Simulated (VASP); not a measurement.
Be2C, 3 atoms in the cell. It takes space group Fm-3m (No. 225, cubic). Conventional cell: a = 4.330 Å, b = 4.330 Å, c = 4.330 Å, α = 90.00°, β = 90.00°, γ = 90.00°. C (site symmetry m-3m) has 8 Be at 1.87 Å within 2.5 Å. Within 2.5 Å of Be (site symmetry -43m) lie 4 C at 1.87 Å and 6 Be at 2.16 to 2.17 Å. 

- Program: VASP 6.6.1
- Task: single point
- Functional: r2SCAN
- Potentials or basis: VASP PAW PBE potentials, release 64 (C, Be)
- Cutoff: 660 eV
- k mesh: 11 × 11 × 11
- Occupations: fermi-dirac, width 0.05 eV
- Spin: no spin polarisation
- Dipole correction: no
- Further INCAR settings: ALGO = Normal; EDIFF = 1e-06; NBANDS = 11

Potentials or basis: VASP PAW PBE potentials, release 64 (C, Be).

Run with:

```sh
$ cat potpaw_PBE.64/C/POTCAR potpaw_PBE.64/Be/POTCAR > POTCAR
$ cp INCAR.step1 INCAR
$ mpirun -np 1 vasp_std > vasp.out
$ cp INCAR.step2 INCAR
$ mpirun -np 1 vasp_std > vasp.out
```

Hardware: 1 thread of Intel Xeon 8259CL, on a shared host.

Problem. Estimate the wall time of this run.

Solution. Run time: 110 s on 1 thread of Intel Xeon 8259CL, with other jobs on the host, peak memory 0.17 GiB. Counts: k points 56.
